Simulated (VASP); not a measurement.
Input of a VASP 6.6.1 run:

The input INCAR:

```
PREC     = Accurate       # precision mode
ENCUT    = 600            # plane-wave cutoff, eV
EDIFF    = 1E-6           # SCF threshold, eV
ISMEAR   = 0              # smearing method
SIGMA    = 0.1            # smearing width, eV
LREAL    = F              # projectors in reciprocal space
LASPH    = T              # aspherical terms in the spheres
NELM     = 100            # most SCF steps
ALGO     = Normal         # electronic algorithm
ISIF     = 3              # what is computed and relaxed
LWAVE    = F              # write WAVECAR
LCHARG   = F              # write CHGCAR
GGA      = PE             # functional
IBRION   = 2              # ionic algorithm
NSW      = 90             # ionic steps
EDIFFG   = -0.04          # ionic threshold
```

The input KPOINTS:

```
regular mesh
0
Gamma
  3 3 4
```

Contents of POSCAR:

```
Bi3Te2S
1.0
    5.8371901180      0.0000000000      0.0000000000
   -2.9185950590      5.0551549289      0.0000000000
    0.0000000000      0.0000000000      6.5060308012
Bi Te S
3 2 1
Direct
    0.6740261934      0.0000000000      0.5161811690
    0.0000000000      0.6740261934      0.5161811690
    0.3259738066      0.3259738066      0.5161811690
    0.3333333333      0.6666666667      0.9482809429
    0.6666666667      0.3333333333      0.9482809429
    0.0000000000      0.0000000000      0.2114777772
```

Potentials or basis: VASP PAW PBE potentials, release 64 (Bi_d, Te, S).

Run with:

```console
$ cat potpaw_PBE.64/Bi_d/POTCAR potpaw_PBE.64/Te/POTCAR potpaw_PBE.64/S/POTCAR > POTCAR
$ mpirun -np 1 vasp_std > vasp.out
```

Problem. Estimate the band gap on the k mesh.

Solution. Zero (an odd number of electrons rules out a gap without spin polarisation).

Final structure:
```
Bi Te S
1.0
     5.90693    0.00000    0.00000
    -2.95347    5.11555    0.00000
     0.00000    0.00000    6.35310
Bi Te S
3 2 1
Cartesian
  3.9730 0.0000 3.2914
  -1.9865 3.4407 3.2914
  0.9670 1.6748 3.2914
  0.0000 3.4104 6.0104
  2.9535 1.7052 6.0104
  0.0000 0.0000 1.3357
```

Caveat: the k points lie up to 0.41 Å⁻¹ apart in the final cell, too coarse for converged energies and pressures of a metal; spin-orbit coupling is left out, which moves the levels of the heavy elements.
